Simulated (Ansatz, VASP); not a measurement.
Two plane-wave programs on HfB

```
CELL_PARAMETERS angstrom
0.00000 2.41814 2.41814
2.41814 0.00000 2.41814
2.41814 2.41814 0.00000
ATOMIC_POSITIONS crystal
Hf 0.50000 0.50000 0.50000
B 0.00000 0.00000 0.00000
```

Alike in both runs: functional PBE; k mesh 6 × 6 × 6; occupations gaussian, width 0.1 eV; no spin polarisation.

Ansatz relaxed the structure, and its values are those at the end. VASP's run is a single point on that final structure, the one shown.

|  | VASP | Ansatz |
| --- | --- | --- |
| version | VASP 6.6.1 | Ansatz 0.2.0 |
| potentials or method | VASP PAW PBE potentials, release 64 (Hf_pv, B), cutoff 520 eV | scalar-relativistic, plane waves, PAW |
| valence electrons in the cell | 13 | 29 |

```csv
,VASP,Ansatz,Ansatz less VASP
gap on the k mesh at the Fermi level (eV),none,none,-
pressure (GPa),0.0,-0.1,-0.10
```

A gap of «none» marks a metal or a gap that the smearing closes. VASP's potentials hold 13 valence electrons a cell and Ansatz's 29, so a difference there can come from the potentials and not from the codes.

The k mesh is coarse, so the values compare programs but aren't converged. Spin-orbit coupling is off throughout.
